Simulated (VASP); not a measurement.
# Al7Cu3 in VASP: relaxation of the atoms with PBEsol

Aim: the relaxation of the atoms of Al7Cu3 with PBEsol.

Program: VASP 6.6.1. These are calculated values, not measurements. Logs are shortened: lines on timing, memory, paths and dates and some standing lists are left out, and cuts for length are marked.

## (1) The cell of the first run

The cell holds a slab with vacuum, 20 atoms: a = 4.828 Å, b = 4.877 Å, c = 27.713 Å, α = 90.00°, β = 90.00°, γ = 119.67°.

## (2) Relaxation of the atoms, PBEsol

INCAR reads:

```
ALGO = Normal
DIPOL = 0.5 0.5 0.500
EDIFF = 1E-6
EDIFFG = -0.02
ENCUT = 520
GGA = PS
IBRION = 2
IDIPOL = 3
ISIF = 2
ISMEAR = 0
KPAR = 4
LASPH = True
LCHARG = False
LDIPOL = True
LREAL = Auto
LWAVE = False
NELM = 80
NSW = 80
PREC = Accurate
SIGMA = 0.1
```

KPOINTS reads:

```
k-points
0
Gamma
  8 8 1
```

POSCAR reads:

```
Al7Cu3
1.0
    4.8278486181      0.0000000000      0.0000000000
   -2.4139243090      4.2377626285      0.0000000000
    0.0000000000      0.0000000000     27.7132878855
Al Cu
14 6
Direct
    0.4093199576      0.8186399152      0.2706283004
    0.0906800424      0.1813600848      0.2706283004
    0.7500000000      0.5000000000      0.3193529530
    0.2500000000      0.5000000000      0.3748181142
    0.9093199576      0.8186399152      0.4235427668
    0.5906800424      0.1813600848      0.4235427668
    0.2500000000      0.5000000000      0.4722674194
    0.7500000000      0.5000000000      0.5277325806
    0.4093199576      0.8186399152      0.5764572332
    0.0906800424      0.1813600848      0.5764572332
    0.7500000000      0.5000000000      0.6251818858
    0.2500000000      0.5000000000      0.6806470470
    0.9093199576      0.8186399152      0.7293716996
    0.5906800424      0.1813600848      0.7293716996
    0.7500000000      0.0000000000      0.3470855336
    0.2500000000      0.0000000000      0.3470855336
    0.2500000000      0.0000000000      0.5000000000
    0.7500000000      0.0000000000      0.5000000000
    0.7500000000      0.0000000000      0.6529144664
    0.2500000000      0.0000000000      0.6529144664
```

Potentials or basis: VASP PAW PBE potentials, release 64 (Al, Cu).

Run with:

```sh
cat potpaw_PBE.64/Al/POTCAR potpaw_PBE.64/Cu/POTCAR > POTCAR
mpirun -np 4 vasp_std > vasp.out
```

OUTCAR:

```text
EDIFF = 1E-6
   EDIFFG = -0.02
   ENCUT = 520
   GGA = PS
   IBRION = 2
   ISIF = 2
   ISMEAR = 0
   LASPH = True
   LREAL = Auto
   NELM = 80
   NSW = 80
   PREC = Accurate

 ion  position               nearest neighbor table
   1  0.409  0.819  0.271-  16 2.56  15 2.56   2 2.70   2 2.86   2 2.86   3 3.08   3 3.08   3 3.19
                             4 3.19
   2  0.091  0.181  0.271-  16 2.56  15 2.56   1 2.70   1 2.86   1 2.86   3 3.08   3 3.08   3 3.19
                             4 3.19
   3  0.750  0.500  0.319-  15 2.56  15 2.56  16 2.56  16 2.56   4 2.86   4 2.86   1 3.08   2 3.08
                             1 3.08   2 3.08   2 3.19   1 3.19   6 3.19   5 3.19
   4  0.250  0.500  0.375-  16 2.56  16 2.56  15 2.56  15 2.56   7 2.70   3 2.86   3 2.86   5 3.08
                             6 3.08   6 3.08   5 3.08   6 3.19   5 3.19   2 3.19   1 3.19
   5  0.909  0.819  0.424-  15 2.56  18 2.56  16 2.56  17 2.56   6 2.70   6 2.86   6 2.86   7 3.08
                             4 3.08   4 3.08   7 3.08   4 3.19   7 3.19   3 3.19   8 3.19
   6  0.591  0.181  0.424-  15 2.56  18 2.56  16 2.56  17 2.56   5 2.70   5 2.86   5 2.86   7 3.08
                             4 3.08   7 3.08   4 3.08   7 3.19   4 3.19   3 3.19   8 3.19
   7  0.250  0.500  0.472-  17 2.56  17 2.56  18 2.56  18 2.56   4 2.70   8 2.86   8 2.86   5 3.08
                             6 3.08   5 3.08   6 3.08   6 3.19   5 3.19  10 3.19   9 3.19
   8  0.750  0.500  0.528-  18 2.56  18 2.56  17 2.56  17 2.56  11 2.70   7 2.86   7 2.86   9 3.08
                            10 3.08  10 3.08   9 3.08  10 3.19   9 3.19   6 3.19   5 3.19
   9  0.409  0.819  0.576-  20 2.56  17 2.56  19 2.56  18 2.56  10 2.70  10 2.86  10 2.86  11 3.08
                             8 3.08   8 3.08  11 3.08   8 3.19  11 3.19  12 3.19   7 3.19
  10  0.091  0.181  0.576-  20 2.56  17 2.56  19 2.56  18 2.56   9 2.70   9 2.86   9 2.86  11 3.08
                             8 3.08  11 3.08   8 3.08  11 3.19   8 3.19  12 3.19   7 3.19
  11  0.750  0.500  0.625-  19 2.56  19 2.56  20 2.56  20 2.56   8 2.70  12 2.86  12 2.86   9 3.08
                            10 3.08   9 3.08  10 3.08  10 3.19   9 3.19  14 3.19  13 3.19
  12  0.250  0.500  0.681-  20 2.56  20 2.56  19 2.56  19 2.56  11 2.86  11 2.86  14 3.08  13 3.08
                            14 3.08  13 3.08  14 3.19  13 3.19   9 3.19  10 3.19
  13  0.909  0.819  0.729-  19 2.56  20 2.56  14 2.70  14 2.86  14 2.86  12 3.08  12 3.08  12 3.19
                            11 3.19
  14  0.591  0.181  0.729-  19 2.56  20 2.56  13 2.70  13 2.86  13 2.86  12 3.08  12 3.08  12 3.19
                            11 3.19
  15  0.750  0.000  0.347-  16 2.41  16 2.41   3 2.56   3 2.56   4 2.56   4 2.56   5 2.56   6 2.56
                             1 2.56   2 2.56
  16  0.250  0.000  0.347-  15 2.41  15 2.41   4 2.56   4 2.56   3 2.56   3 2.56   1 2.56   2 2.56
                             5 2.56   6 2.56
  17  0.250  0.000  0.500-  18 2.41  18 2.41   7 2.56   7 2.56   8 2.56   8 2.56   9 2.56  10 2.56
                             5 2.56   6 2.56
  18  0.750  0.000  0.500-  17 2.41  17 2.41   8 2.56   8 2.56   7 2.56   7 2.56   5 2.56   6 2.56
                             9 2.56  10 2.56
  19  0.750  0.000  0.653-  20 2.41  20 2.41  11 2.56  11 2.56  12 2.56  12 2.56  13 2.56  14 2.56
                             9 2.56  10 2.56
  20  0.250  0.000  0.653-  19 2.41  19 2.41  12 2.56  12 2.56  11 2.56  11 2.56   9 2.56  10 2.56
                            13 2.56  14 2.56

  LATTYP: Found a base centered orthorhombic cell.
 ALAT       =     4.8278486181
 B/A-ratio  =     1.7555490918
 C/A-ratio  =     5.7402976103

  Lattice vectors:

 A1 = (   2.4139243090,  -4.2377626285,   0.0000000000)
 A2 = (   2.4139243091,   4.2377626285,   0.0000000000)
 A3 = (   0.0000000000,   0.0000000000,  27.7132878855)

Analysis of symmetry for initial positions (statically):
=====================================================================
 Subroutine PRICEL returns:
 Original cell was already a primitive cell.

 Routine SETGRP: Setting up the symmetry group for a
 base centered orthorhombic supercell.

 Subroutine GETGRP returns: Found  8 space group operations
 (whereof  4 operations were pure point group operations)
 out of a pool of  8 trial point group operations.

The static configuration has the point symmetry C_2h.
 The point group associated with its full space group is D_2h.

Analysis of symmetry for dynamics (positions and initial velocities):
=====================================================================
 Subroutine PRICEL returns:
 Original cell was already a primitive cell.

 Routine SETGRP: Setting up the symmetry group for a
 base centered orthorhombic supercell.

 Subroutine GETGRP returns: Found  8 space group operations
 (whereof  4 operations were pure point group operations)
 out of a pool of  8 trial point group operations.

The dynamic configuration has the point symmetry C_2h.
[... 91 lines left out ...]
 Following reciprocal coordinates:
            Coordinates               Weight
  0.000000  0.000000  0.000000      1.000000
  0.125000 -0.000000  0.000000      4.000000
  0.250000 -0.000000  0.000000      4.000000
  0.375000 -0.000000  0.000000      4.000000
  0.500000 -0.000000  0.000000      2.000000
  0.000000  0.125000  0.000000      2.000000
[... 13 lines left out ...]
  0.250000  0.375000  0.000000      2.000000
  0.000000  0.500000  0.000000      1.000000
   k-points           NKPTS =     21   k-points in BZ     NKDIM =     21   number of bands    NBANDS=     65
   number of dos      NEDOS =    301   number of ions     NIONS =     20
   total plane-waves  NPLWV = 272160
   dimension x,y,z NGX =    36 NGY =   36 NGZ =  210
   dimension x,y,z NGXF=    72 NGYF=   72 NGZF=  420
   ions per type =              14   6
   NGX,Y,Z   is equivalent  to a cutoff of  12.40, 12.27, 12.60 a.u.
   NGXF,Y,Z  is equivalent  to a cutoff of  24.79, 24.54, 25.19 a.u.
 SYSTEM =  unknown system
   PREC   = accura    normal or accurate (medium, high low for compatibility)
   ISTART =      0    job   : 0-new  1-cont  2-samecut
   ICHARG =      2    charge: 1-file 2-atom 10-const
   ISPIN  =      1    spin polarized calculation?
   LNONCOLLINEAR =      F non collinear calculations
   LSORBIT =      F    spin-orbit coupling
   LASPH  =      T    aspherical Exc in radial PAW
   ENCUT  =  520.0 eV  38.22 Ry    6.18 a.u.   8.98  9.07 51.53*2*pi/ulx,y,z
   NELM   =     80;   NELMIN=  2; NELMDL= -5     # of ELM steps
   EDIFF  = 0.1E-05   stopping-criterion for ELM
   LREAL  =      T    real-space projection
   EDIFFG = -.2E-01   stopping-criterion for IOM
   NSW    =     80    number of steps for IOM
   IBRION =      2    ionic relax: 0-MD 1-quasi-New 2-CG
   NFREE  =      1    steps in history (QN), initial steepest desc. (CG)
   ISIF   =      2    stress and relaxation
   ISYM   =      2    0-nonsym 1-usesym 2-fastsym
   POTIM  = 0.5000    time-step for ionic-motion
   TEBEG  =    0.0;   TEEND  =   0.0 temperature during run
   PSTRESS=    0.0 pullay stress
   NELECT =     108.0000    total number of electrons
   NUPDOWN=      -1.0000    fix difference up-down
   EMIN   =  10.00;   EMAX   =-10.00  energy-range for DOS
   EFERMI =   0.00;   METHOD = LEGACY
   ISMEAR =     0;   SIGMA  =   0.10  broadening in eV -4-tet -1-fermi 0-gaus
   EFERMI_NEDOS =   21; number of points for ismear=-14 and -15
   IALGO  =     38    algorithm
   IMIX   =      4    mixing-type and parameters
     AMIX     =   0.40;   BMIX     =  1.00
     AMIX_MAG =   1.60;   BMIX_MAG =  1.00
  volume/ion in A,a.u.               =      28.35       191.31
  Fermi-wavevector in a.u.,A,eV,Ry     =   0.941940  1.780009 12.071786  0.887251
  Thomas-Fermi vector in A             =   2.069501
   LORBIT       =      0    0 simple, 1 ext, 2 COOP (PROOUT), +10 PAW based schemes
   GGA     = PS    functional components
   LHFCALC =     F    Hartree Fock is set to
   AEXX    =    0.0000 exact exchange contribution
   IVDW    =     0    specifies the selected vdW correction
   LEPSILON=     F    determine dielectric tensor
   LRPA    =     F    only Hartree local field effects (RPA)
 conjugate gradient relaxation of ions
 non-spin polarized calculation
 Gauss-broadening in eV      SIGMA  =   0.10
  energy-cutoff  :      520.00
  volume of cell :      566.99
 maximum number of plane-waves:     15349
   NGX = 17   NGY = 19   NGZ =103

 dipolmoment           0.000000      0.000000     -0.000000 electrons x Angstroem

--------------------------------------- Ionic step        1  -------------------------------------------

 number of electron     108.0000083 magnetization

 Free energy of the ion-electron system (eV)
  ---------------------------------------------------
  ext. energy  EPLUGINS =         0.00000000
  ---------------------------------------------------
  free energy    TOTEN  =       -83.13461513 eV

  energy without entropy =      -83.09035077  energy(sigma->0) =      -83.11248295

------------------------ aborting loop because EDIFF is reached ----------------------------------------

  FORCE on cell =-STRESS in cart. coord.  units (eV):
  Direction    XX          YY          ZZ          XY          YZ          ZX
  --------------------------------------------------------------------------------------
  -------------------------------------------------------------------------------------
  Total       -6.6062504     -1.9842430     -0.5054738     -0.0000000      0.0000000      0.0000000
  in kB      -18.6675485     -5.6069557     -1.4283378     -0.0000000      0.0000000      0.0000000
  external PRESSURE =      -8.5676140 kB  Pullay stress =       0.0000000 kB
[... 311 lines left out ...]
--------------------------------------- Ionic step        7  -------------------------------------------

 number of electron     108.0000060 magnetization

 dipolmoment           0.000000      0.000000      0.000000 electrons x Angstroem

 Free energy of the ion-electron system (eV)
  ---------------------------------------------------
  ext. energy  EPLUGINS =         0.00000000
  ---------------------------------------------------
  free energy    TOTEN  =       -83.15660133 eV

  energy without entropy =      -83.11161493  energy(sigma->0) =      -83.13410813

 E-fermi :   2.1505     XC(G=0):  -6.3873

 val. band max:        2.1438898664   @ k =  -0.3750   0.1250   0.0000
 cond. band min:       2.1643503698   @ k =   0.1250   0.2500   0.0000
 fundamental gap:      0.0204605033
 Fermi energy:         2.1505055343

 k-point     1 :       0.0000    0.0000    0.0000
  band No.  band energies     occupation
      1      -8.6589      2.00000
      2      -8.1669      2.00000
      3      -7.4393      2.00000
      4      -6.1979      2.00000
      5      -4.9907      2.00000
      6      -3.7955      2.00000
[... 1417 lines left out ...]
     64       5.7622      0.00000
     65       5.8379      0.00000

------------------------ aborting loop because EDIFF is reached ----------------------------------------

 vacuum level on the upper side and lower side of the slab       (xc-potential included)        -0.010        -0.010

  FORCE on cell =-STRESS in cart. coord.  units (eV):
  Direction    XX          YY          ZZ          XY          YZ          ZX
  --------------------------------------------------------------------------------------
  -------------------------------------------------------------------------------------
  Total       -7.4628828     -2.2267255      0.1211518     -0.0000000      0.0000000      0.0000000
  in kB      -21.0881693     -6.2921482      0.3423435     -0.0000000      0.0000000      0.0000000
  external PRESSURE =      -9.0126580 kB  Pullay stress =       0.0000000 kB
[... 35 lines left out ...]
  FREE ENERGIE OF THE ION-ELECTRON SYSTEM (eV)
  ---------------------------------------------------
  free  energy   TOTEN  =       -83.1566013308 eV

  energy  without entropy=      -83.1116149285  energy(sigma->0) =      -83.13410813

 reached required accuracy - stopping structural energy minimisation

 vacuum level on the upper side and lower side of the slab         6.578         6.578
```

Wall time 16 min (4 MPI ranks of Intel Xeon 6975P-C (Granite Rapids), shared host); peak memory 0.91 GiB.

What came out:

```yaml
Free_energy: -83.1566 eV
Energy_gained_by_relaxing: 1.1 meV/atom
Ionic_steps: 7
Largest_force_after_relaxing: 0.012 eV/Å
Band_gap_on_the_k_mesh: zero (bands 54 and 55 overlap by 0.95 eV)
```

Forces on the atoms (eV/Å):
```
Al   0.000 -0.011  0.003
Al   0.000  0.011  0.003
Al   0.000  0.000 -0.008
Al   0.000  0.000 -0.008
Al   0.000 -0.004 -0.002
Al   0.000  0.004 -0.002
Al   0.000  0.000  0.012
Al   0.000  0.000 -0.012
Al   0.000 -0.004  0.002
Al   0.000  0.004  0.002
Al   0.000  0.000  0.008
Al   0.000  0.000  0.008
Al   0.000 -0.011 -0.003
Al   0.000  0.011 -0.003
Cu   0.000  0.000 -0.011
Cu   0.000  0.000 -0.011
Cu   0.000  0.000  0.000
Cu   0.000  0.000  0.000
Cu   0.000  0.000  0.011
Cu   0.000  0.000  0.011
```

The path:
| step | energy change (eV) | largest force (eV/Å) | pressure (GPa) |
| --- | --- | --- | --- |
| 1 | 0.0000 | 0.1515 | -0.86 |
| 2 | -0.0062 | 0.1181 | -0.89 |
| 3 | -0.0146 | 0.0894 | -0.91 |
| 4 | -0.0184 | 0.0676 | -0.94 |
| 5 | -0.0201 | 0.0470 | -0.93 |
| 6 | -0.0213 | 0.0293 | -0.90 |
| 7 | -0.0220 | 0.0119 | -0.90 |

Final structure:
```
CELL_PARAMETERS angstrom
4.82785 0.00000 0.00000
-2.41392 4.23776 0.00000
0.00000 0.00000 27.71329
ATOMIC_POSITIONS crystal
Al 0.41069 0.82137 0.27110
Al 0.08931 0.17863 0.27110
Al 0.75000 0.50000 0.31688
Al 0.25000 0.50000 0.37431
Al 0.90844 0.81688 0.42402
Al 0.59156 0.18312 0.42402
Al 0.25000 0.50000 0.47242
Al 0.75000 0.50000 0.52758
Al 0.40844 0.81688 0.57598
Al 0.09156 0.18312 0.57598
Al 0.75000 0.50000 0.62569
Al 0.25000 0.50000 0.68312
Al 0.91068 0.82137 0.72890
Al 0.58931 0.17863 0.72890
Cu 0.75000 0.00000 0.34841
Cu 0.25000 0.00000 0.34841
Cu 0.25000 0.00000 0.50000
Cu 0.75000 0.00000 0.50000
Cu 0.75000 0.00000 0.65159
Cu 0.25000 0.00000 0.65159
```

Caveat: the PAW data sets were made with another functional, which shifts forces and pressure a little.

The gap in the log of VASP goes by the Fermi energy; the results here count the filled bands.